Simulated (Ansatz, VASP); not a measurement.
## Two plane-wave programs on K

```
CELL_PARAMETERS angstrom
-2.52419 2.52419 2.52419
2.52419 -2.52419 2.52419
2.52419 2.52419 -2.52419
ATOMIC_POSITIONS crystal
K 0.00000 0.00000 0.00000
```

Alike in both runs: task single point; functional LDA; k mesh 9 × 9 × 9; occupations gaussian, width 1 eV; no spin polarisation.

|  | VASP | Ansatz |
| --- | --- | --- |
| version | VASP 6.6.1 | Ansatz 0.2.0 |
| potentials or method | VASP PAW LDA potentials, release 64 (K_sv), cutoff 520 eV | plane waves (420 eV) with PAW, scalar-relativistic |
| valence electrons in the cell | 9 | 9 |

```csv
,VASP,Ansatz,Ansatz less VASP
pressure (GPa),0.1,0.1,+0.02
```

Ansatz warns that its potentials were made for another functional, while VASP's fit it. LDA's correlation is that of Perdew and Zunger in VASP and of Perdew and Wang (1992) in Ansatz.
